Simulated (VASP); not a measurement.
# Ge2P (Fm-3m) in VASP: further runs

Ge2P is run at these levels: PBE; tasks: relaxation of cell and atoms, single point.

Program: VASP 6.6.1. These are calculated values, not measurements. Logs are shortened: lines on timing, memory, paths and dates and some standing lists are left out, and cuts for length are marked.

**1. The cell of the first run**

Symmetry: Fm-3m, No. 225, cubic system. Conventional cell: a = 6.668 Å, b = 6.668 Å, c = 6.668 Å, α = 90.00°, β = 90.00°, γ = 90.00°. Ge (site symmetry -43m) has 4 P at 2.89 Å and 6 Ge at 3.33 Å within 3.8 Å. P (site symmetry m-3m) has 8 Ge at 2.89 Å within 3.8 Å.

The cell was built from a structure type or drawn by symmetry, and may not be a known phase.

**2. Relaxation of cell and atoms, PBE**

Input file INCAR:

```
  PREC = Accurate
  ENCUT = 600
  EDIFF = 1E-7
  ISMEAR = 0
  SIGMA = 0.1
  LREAL = F
  LASPH = T
  NELM = 60
  ALGO = Normal
  ISIF = 3
  LWAVE = F
  LCHARG = F
  GGA = PE
  IBRION = 2
  NSW = 90
  EDIFFG = -0.04
```

Input file KPOINTS:

```
Automatic mesh
0
Gamma
  4 4 4
```

Input file POSCAR:

```
Ge2P
1.0
    0.0000000000      3.3341847600      3.3341847600
    3.3341847600      0.0000000000      3.3341847600
    3.3341847600      3.3341847600      0.0000000000
Ge P
2 1
Direct
    0.2500000000      0.2500000000      0.2500000000
    0.7500000000      0.7500000000      0.7500000000
    0.0000000000      0.0000000000      0.0000000000
```

Potentials or basis: VASP PAW PBE potentials, release 64 (Ge_d, P).

The run is started by

```
cat potpaw_PBE.64/Ge_d/POTCAR potpaw_PBE.64/P/POTCAR > POTCAR
mpirun -np 1 vasp_std > vasp.out
```

OUTCAR:

```text
PREC = Accurate
   ENCUT = 600
   EDIFF = 1E-7
   ISMEAR = 0
   LREAL = F
   LASPH = T
   NELM = 60
   ISIF = 3
   GGA = PE
   IBRION = 2
   NSW = 90
   EDIFFG = -0.04

 ion  position               nearest neighbor table
   1  0.250  0.250  0.250-   3 2.89   3 2.89   3 2.89   3 2.89
   2  0.750  0.750  0.750-   3 2.89   3 2.89   3 2.89   3 2.89
   3  0.000  0.000  0.000-   2 2.89   2 2.89   2 2.89   1 2.89   2 2.89   1 2.89   1 2.89   1 2.89

  LATTYP: Found a face centered cubic cell.
 ALAT       =     6.6683695200

  Lattice vectors:

 A1 = (   0.0000000000,   3.3341847600,   3.3341847600)
 A2 = (   3.3341847600,   0.0000000000,   3.3341847600)
 A3 = (   3.3341847600,   3.3341847600,   0.0000000000)

Analysis of symmetry for initial positions (statically):
=====================================================================
 Subroutine PRICEL returns:
 Original cell was already a primitive cell.

 Routine SETGRP: Setting up the symmetry group for a
 face centered cubic supercell.

 Subroutine GETGRP returns: Found 48 space group operations
 (whereof 48 operations were pure point group operations)
 out of a pool of 48 trial point group operations.

The static configuration has the point symmetry O_h .

Analysis of symmetry for dynamics (positions and initial velocities):
=====================================================================
 Subroutine PRICEL returns:
 Original cell was already a primitive cell.

 Routine SETGRP: Setting up the symmetry group for a
 face centered cubic supercell.

 Subroutine GETGRP returns: Found 48 space group operations
 (whereof 48 operations were pure point group operations)
 out of a pool of 48 trial point group operations.

The dynamic configuration has the point symmetry O_h .

 Subroutine INISYM returns: Found 48 space group operations
 (whereof 48 operations are pure point group operations),
 and found     1 'primitive' translations

[... 327 lines left out ...]
  -------------------------------------------------------------------------------------
  Total       -2.9347341     -2.9347341     -2.9347341     -0.0000000     -0.0000000      0.0000000
  in kB      -63.4279041    -63.4279041    -63.4279041     -0.0000000     -0.0000000      0.0000000
  external PRESSURE =     -63.4279041 kB  Pullay stress =       0.0000000 kB

 VOLUME and BASIS-vectors are now :
 -----------------------------------------------------------------------------
  energy-cutoff  :      600.00
  volume of cell :       74.13
      direct lattice vectors                 reciprocal lattice vectors
     0.000000000  3.334184760  3.334184760    -0.149961696  0.149961696  0.149961696
     3.334184760  0.000000000  3.334184760     0.149961696 -0.149961696  0.149961696
     3.334184760  3.334184760  0.000000000     0.149961696  0.149961696 -0.149961696

 POSITION                                       TOTAL-FORCE (eV/Angst)
 -----------------------------------------------------------------------------------
      1.66709      1.66709      1.66709        -0.000000     -0.000000     -0.000000
      5.00128      5.00128      5.00128         0.000000      0.000000      0.000000
      0.00000      0.00000      0.00000         0.000000      0.000000      0.000000
 -----------------------------------------------------------------------------------
    total drift:                                0.000000     -0.000000      0.000000

  FREE ENERGIE OF THE ION-ELECTRON SYSTEM (eV)
  ---------------------------------------------------
  free  energy   TOTEN  =       -12.8072858329 eV

  energy  without entropy=      -12.8039673551  energy(sigma->0) =      -12.80562659

--------------------------------------- Ionic step        2  -------------------------------------------

 number of electron      32.9999994 magnetization

 Free energy of the ion-electron system (eV)
  ---------------------------------------------------
  ext. energy  EPLUGINS =         0.00000000
  ---------------------------------------------------
  free energy    TOTEN  =       -13.02463643 eV

  energy without entropy =      -13.01884984  energy(sigma->0) =      -13.02174314

 E-fermi :   5.7397     XC(G=0): -10.1275

 val. band max:        5.6852930453   @ k =  -0.2500   0.5000   0.2500
 cond. band min:       5.8962939126   @ k =   0.5000   0.2500   0.0000
 fundamental gap:      0.2110008672
 Fermi energy:         5.7396900169

 k-point     1 :       0.0000    0.0000    0.0000
  band No.  band energies     occupation
      1     -19.1660      2.00000
      2     -19.1660      2.00000
      3     -19.1474      2.00000
      4     -19.1474      2.00000
      5     -19.1474      2.00000
      6     -19.1120      2.00000
[... 173 lines left out ...]
     19       9.8572      0.00000
     20       9.9611      0.00000

------------------------ aborting loop because EDIFF is reached ----------------------------------------

  FORCE on cell =-STRESS in cart. coord.  units (eV):
  Direction    XX          YY          ZZ          XY          YZ          ZX
  --------------------------------------------------------------------------------------
  -------------------------------------------------------------------------------------
  Total        0.0649319      0.0649319      0.0649319      0.0000000     -0.0000000      0.0000000
  in kB        1.6223888      1.6223888      1.6223888      0.0000000     -0.0000000      0.0000000
  external PRESSURE =       1.6223888 kB  Pullay stress =       0.0000000 kB

 VOLUME and BASIS-vectors are now :
 -----------------------------------------------------------------------------
  energy-cutoff  :      600.00
  volume of cell :       64.12
      direct lattice vectors                 reciprocal lattice vectors
    -0.000000000  3.176834175  3.176834175    -0.157389392  0.157389392  0.157389392
     3.176834175 -0.000000000  3.176834175     0.157389392 -0.157389392  0.157389392
     3.176834175  3.176834175  0.000000000     0.157389392  0.157389392 -0.157389392

 POSITION                                       TOTAL-FORCE (eV/Angst)
 -----------------------------------------------------------------------------------
      1.58842      1.58842      1.58842         0.000000      0.000000      0.000000
      4.76525      4.76525      4.76525         0.000000     -0.000000     -0.000000
      3.17683     -0.00000      3.17683        -0.000000     -0.000000     -0.000000
 -----------------------------------------------------------------------------------
    total drift:                                0.000000     -0.000000      0.000000

  FREE ENERGIE OF THE ION-ELECTRON SYSTEM (eV)
  ---------------------------------------------------
  free  energy   TOTEN  =       -13.0246364292 eV

  energy  without entropy=      -13.0188498432  energy(sigma->0) =      -13.02174314

 reached required accuracy - stopping structural energy minimisation
```

OSZICAR:

```text
N       E                     dE             d eps       ncg     rms          rms(c)
DAV:   1     0.239273857458E+03    0.23927E+03   -0.18557E+04   340   0.388E+03
DAV:   2     0.242265835840E+02   -0.21505E+03   -0.21038E+03   320   0.718E+02
DAV:   3    -0.110392990979E+02   -0.35266E+02   -0.34079E+02   368   0.178E+02
[... 18 lines left out ...]
DAV:   7    -0.130246372804E+02    0.20018E-03   -0.13454E-04   372   0.142E-01    0.236E-02
DAV:   8    -0.130246356691E+02    0.16113E-05   -0.30636E-05   408   0.954E-02    0.971E-03
DAV:   9    -0.130246359860E+02   -0.31686E-06   -0.22040E-06   352   0.153E-02    0.478E-03
DAV:  10    -0.130246364941E+02   -0.50812E-06   -0.73669E-07   364   0.131E-02    0.821E-04
DAV:  11    -0.130246364292E+02    0.64922E-07   -0.44266E-08   220   0.382E-03
   2 F= -.13024636E+02 E0= -.13021743E+02  d E =-.217351E+00
```

CONTCAR:

```text
Ge2P
   1.00000000000000
    -0.0000000000000000    3.1768341753428500    3.1768341753428500
     3.1768341753428500   -0.0000000000000000    3.1768341753428500
     3.1768341753428500    3.1768341753428500    0.0000000000000000
  Ge              P
     2     1
Direct
     0.2500000000000000    0.2500000000000000    0.2500000000000000
     0.7500000000000000    0.7500000000000000    0.7500000000000000
     0.0000000000000000    1.0000000000000000    0.0000000000000000

  0.00000000E+00  0.00000000E+00  0.00000000E+00
  0.00000000E+00  0.00000000E+00  0.00000000E+00
  0.00000000E+00  0.00000000E+00  0.00000000E+00
```

Run time: 75 s. Hardware: 1 thread of Intel Xeon 8259CL, shared host; peak memory 0.25 GiB.

What came out:

- Free energy: -13.0246 eV
- Relaxed volume: 21.37 Å³/atom
- Relaxed cell: a = 4.493 Å, b = 4.493 Å, c = 4.493 Å, α = 60.00°, β = 60.00°, γ = 60.00°
- Space group after relaxing (to 0.1 Å): Fm-3m (No. 225)
- Energy gained by relaxing: 72.5 meV/atom
- Ionic steps: 2
- Pressure after relaxing: 0.2 GPa
- Band gap on the k mesh: zero (an odd number of electrons rules out a gap without spin polarisation)

The path:
| step | energy change (eV) | largest force (eV/Å) | pressure (GPa) | volume (Å³) |
| --- | --- | --- | --- | --- |
| 1 | 0.0000 | 0.0000 | -6.34 | 74.13 |
| 2 | -0.2174 | 0.0000 | 0.16 | 64.12 |

Final structure:
```
CELL_PARAMETERS angstrom
0.00000 3.17683 3.17683
3.17683 0.00000 3.17683
3.17683 3.17683 0.00000
ATOMIC_POSITIONS crystal
Ge 0.25000 0.25000 0.25000
Ge 0.75000 0.75000 0.75000
P 0.00000 0.00000 0.00000
```

Levels at points of the mesh, in eV from the Fermi level:
```tsv
k point	band 13	band 14	band 15	band 16	band 17	band 18	band 19	band 20
(0.00, 0.00, 0.00)	-4.93	-2.57	-2.57	-2.57	-1.56	-1.56	-1.56	3.73
(0.50, 0.00, 0.00)	-6.27	-3.68	-3.68	-0.68	-0.68	-0.60	3.43	3.61
(0.50, 0.50, 0.00)	-7.18	-5.10	-5.10	-2.03	2.03	3.75	3.75	4.15
```

Caveat: the k points lie up to 0.43 Å⁻¹ apart in the final cell, too coarse for converged energies and pressures of a metal.

**3. Relaxation of cell and atoms, PBE**

This run uses another cell than the first one, of 21.47 Å³/atom.

Input file INCAR:

```
SYSTEM = Ge2P
  PREC = Accurate
  ENCUT = 600
  EDIFF = 1E-7
  ISMEAR = 0
  SIGMA = 0.1
  LREAL = .False.
  LASPH = .True.
  NELM = 80
  ALGO = Normal
  ISIF = 3
  LWAVE = .False.
  LCHARG = .False.
  GGA = PE
  IBRION = 2
  NSW = 90
  EDIFFG = -0.04
```

Input file KPOINTS:

```
regular mesh
0
Gamma
  6 6 6
  0 0 0
```

Input file POSCAR:

```
Ge2P
1.0
    0.0000000000      3.1817577029      3.1817577029
    3.1817577029      0.0000000000      3.1817577029
    3.1817577029      3.1817577029      0.0000000000
Ge P
2 1
Direct
    0.2500000000      0.2500000000      0.2500000000
    0.7500000000      0.7500000000      0.7500000000
    0.0000000000      0.0000000000      0.0000000000
```

Potentials or basis: VASP PAW PBE potentials, release 64 (Ge_d, P).

The run is started by

```
cat potpaw_PBE.64/Ge_d/POTCAR potpaw_PBE.64/P/POTCAR > POTCAR
mpirun -np 1 vasp_std > vasp.out
```

Run time: 49 s. Hardware: 1 thread of Intel Xeon 8259CL, shared host; peak memory 0.22 GiB.

The run converged. Its results:

* Free energy: -13.1536 eV
* Relaxed volume: 20.43 Å³/atom
* Relaxed cell: a = 4.425 Å, b = 4.425 Å, c = 4.425 Å, α = 60.00°, β = 60.00°, γ = 60.00°
* Space group after relaxing (to 0.1 Å): Fm-3m (No. 225)
* Energy gained by relaxing: 8.3 meV/atom
* Ionic steps: 2
* Pressure after relaxing: 0.0 GPa
* Band gap on the k mesh: zero (an odd number of electrons rules out a gap without spin polarisation)

The path:
```
step  energy change (eV)  largest force (eV/Å)  pressure (GPa)  volume (Å³)
   1              0.0000                0.0000           -2.56        64.42
   2             -0.0248                0.0000            0.04        61.28
```

Final structure:
```
CELL_PARAMETERS angstrom
0.00000 3.12918 3.12918
3.12918 0.00000 3.12918
3.12918 3.12918 0.00000
ATOMIC_POSITIONS crystal
Ge 0.25000 0.25000 0.25000
Ge 0.75000 0.75000 0.75000
P 0.00000 0.00000 0.00000
```

Levels at points of the mesh, in eV from the Fermi level:
```tsv
k point	band 13	band 14	band 15	band 16	band 17	band 18	band 19	band 20
(0.00, 0.00, 0.00)	-4.71	-2.64	-2.64	-2.64	-1.62	-1.62	-1.62	3.88
(0.50, 0.00, 0.00)	-6.15	-3.80	-3.80	-0.72	-0.72	-0.44	3.75	3.77
(0.50, 0.50, 0.00)	-7.17	-5.29	-5.29	-2.10	2.33	3.93	3.93	4.38
```

**4. Single point, PBE**

This run uses another cell than the first one, of 20.46 Å³/atom.

Input file INCAR:

```
ALGO = Normal ; EDIFF = 1E-6
ENCUT = 520 ; GGA = PE
ISIF = 2 ; ISMEAR = 0
LASPH = T ; LCHARG = T
LELF = T ; LREAL = F
LVHAR = T ; LWAVE = F
NBANDS = 24 ; NELM = 100
PREC = Accurate ; SIGMA = 0.1
```

Input file KPOINTS:

```
k-points
0
Gamma
  12 12 12
```

Input file POSCAR:

```
Ge2P
1.0
    0.0000000000      3.1309635593      3.1309635593
    3.1309635593      0.0000000000      3.1309635593
    3.1309635593      3.1309635593      0.0000000000
Ge P
2 1
Direct
    0.2500000000      0.2500000000      0.2500000000
    0.7500000000      0.7500000000      0.7500000000
    0.0000000000      0.0000000000      0.0000000000
```

The run is started by

```
cat potpaw_PBE.64/Ge_d/POTCAR potpaw_PBE.64/P/POTCAR > POTCAR
mpirun -np 1 vasp_std > vasp.out
```

Run time: 2.8 min. Hardware: 1 thread of Intel Xeon 8259CL, shared host; peak memory 0.26 GiB.

It converged, with:

| Property | Result |
| --- | --- |
| Free energy | -13.1122 eV |
| Pressure | -0.1 GPa |
| Band gap on the k mesh | zero (an odd number of electrons rules out a gap without spin polarisation) |

Levels at points of the mesh, in eV from the Fermi level:
| k point | band 14 | band 15 | band 16 | band 17 | band 18 | band 19 |
| --- | --- | --- | --- | --- | --- | --- |
| (0.00, 0.00, 0.00) | -2.69 | -2.69 | -2.69 | -1.67 | -1.67 | -1.67 |
| (0.50, 0.00, 0.00) | -3.84 | -3.84 | -0.77 | -0.77 | -0.49 | 3.68 |
| (0.50, 0.50, 0.00) | -5.33 | -5.33 | -2.14 | 2.26 | 3.87 | 3.87 |

**5. Relaxation of cell and atoms, PBE**

This run uses another cell than the first one, of 20.44 Å³/atom.

Input file INCAR:

```
PREC = Accurate
ENCUT = 600
EDIFF = 1E-7
ISMEAR = 0
SIGMA = 0.1
LREAL = False
LASPH = True
NELM = 60
ALGO = Normal
ISIF = 3
LWAVE = False
LCHARG = False
GGA = PE
IBRION = 2
NSW = 100
EDIFFG = -0.01
```

Input file KPOINTS:

```
regular mesh
0
Gamma
  12 12 12
```

Input file POSCAR:

```
Ge2P
1.0
    0.0000000000      3.1298525518      3.1298525518
    3.1298525518      0.0000000000      3.1298525518
    3.1298525518      3.1298525518      0.0000000000
Ge P
2 1
Direct
    0.2500000000      0.2500000000      0.2500000000
    0.7500000000      0.7500000000      0.7500000000
    0.0000000000      0.0000000000      0.0000000000
```

The run is started by

```
cat potpaw_PBE.64/Ge_d/POTCAR potpaw_PBE.64/P/POTCAR > POTCAR
mpirun -np 1 vasp_std > vasp.out
```

Wall time 1.7 min (1 thread of Intel Xeon 8259CL, shared host); peak memory 0.26 GiB.

It converged, with:

* Free energy: -13.1125 eV
* Pressure after relaxing: 0.0 GPa
* Band gap on the k mesh: zero (an odd number of electrons rules out a gap without spin polarisation)

Final structure:
```cif
data_structure
_symmetry_space_group_name_H-M 'P 1'
_symmetry_Int_Tables_number 1
_cell_length_a 4.4263
_cell_length_b 4.4263
_cell_length_c 4.4263
_cell_angle_alpha 60.000
_cell_angle_beta 60.000
_cell_angle_gamma 60.000
_cell_volume 61.32
loop_
_atom_site_label
_atom_site_type_symbol
_atom_site_fract_x
_atom_site_fract_y
_atom_site_fract_z
_atom_site_occupancy
Ge1 Ge 0.25000 0.25000 0.25000 1
Ge2 Ge 0.75000 0.75000 0.75000 1
P1 P 0.00000 0.00000 0.00000 1
```

Levels at points of the mesh, in eV from the Fermi level:
```csv
k point,band 14,band 15,band 16,band 17,band 18,band 19
"(0.00, 0.00, 0.00)",-2.69,-2.69,-2.69,-1.67,-1.67,-1.67
"(0.50, 0.00, 0.00)",-3.85,-3.85,-0.77,-0.77,-0.49,3.69
"(0.50, 0.50, 0.00)",-5.34,-5.34,-2.14,2.27,3.87,3.87
```

Caveat: the relaxation stopped at its first step, so nothing moved.

**6. Summary**

```tsv
task	cell	k mesh	cutoff (eV)	gap on the mesh (eV)	pressure (GPa)	relaxed volume (Å³/atom)
relaxation of cell and atoms	relaxed from a = 4.715 Å, angles 60.0°, 3 atoms	4 × 4 × 4	600	none	0.2	21.37
relaxation of cell and atoms	relaxed from a = 4.500 Å, angles 60.0°, 3 atoms	6 × 6 × 6	600	none	0.0	20.43
single point	a = 4.428 Å, angles 60.0°, 3 atoms	12 × 12 × 12	520	none	-0.1	-
relaxation of cell and atoms	relaxed from a = 4.426 Å, angles 60.0°, 3 atoms	12 × 12 × 12	600	none	0.0	-
```

Alike in all rows: level PBE; potentials or basis VASP PAW PBE potentials, release 64 (Ge_d, P); no spin polarisation; smearing gaussian 0.1 eV.

Caveats: some runs use coarse meshes; the relaxation stopped at its first step, so nothing moved (at least some runs).

Absolute energies hang on the potentials; compare differences alone.
